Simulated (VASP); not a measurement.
A run of VASP 6.6.1 is set up as follows.

Contents of INCAR:

```
PREC     = Accurate       # precision mode
ENCUT    = 600            # plane-wave cutoff, eV
EDIFF    = 1E-7           # SCF threshold, eV
ISMEAR   = -1             # smearing method
SIGMA    = 0.05           # smearing width, eV
LREAL    = False          # projectors in reciprocal space
LASPH    = True           # aspherical terms in the spheres
NELM     = 80             # most SCF steps
ALGO     = Normal         # electronic algorithm
ISIF     = 3              # what is computed and relaxed
LWAVE    = False          # write WAVECAR
LCHARG   = False          # write CHGCAR
GGA      = PS             # functional
IBRION   = 2              # ionic algorithm
NSW      = 60             # ionic steps
EDIFFG   = -0.005         # ionic threshold
```

The input KPOINTS:

```
Automatic mesh
0
Gamma
  13 13 13
```

POSCAR

```
S
1.0
    0.0000000000      2.7698291284      2.7698291284
    2.7698291284      0.0000000000      2.7698291284
    2.7698291284      2.7698291284      0.0000000000
S
2
Direct
   -0.1250000000     -0.1250000000     -0.1250000000
    0.1250000000      0.1250000000      0.1250000000
```

Potentials or basis: VASP PAW PBE potentials, release 64 (S).

Command:

```sh
$ cat potpaw_PBE.64/S/POTCAR > POTCAR
$ mpirun -np 1 vasp_std > vasp.out
```

Q: What does it give for the space group after relaxing (to 0.05 Å)?

A: Fd-3m (No. 227).

Q: Predict the band gap on the k mesh.

A: Zero (band 6 reaches 4.23 eV, above the bottom of band 7 at 2.93 eV).

Q: Estimate the relaxed cell.

A: a = 4.020 Å, b = 4.020 Å, c = 4.020 Å, α = 60.00°, β = 60.00°, γ = 60.00°.

The path:
```
step  energy change (eV)  largest force (eV/Å)  pressure (GPa)  volume (Å³)
   1              0.0000                0.0000            4.30        42.50
   2             -0.0437                0.0000           -0.18        46.11
   3             -0.0438                0.0000            0.00        45.93
```

Caveat: the PAW data sets were made with another functional, which shifts forces and pressure a little.
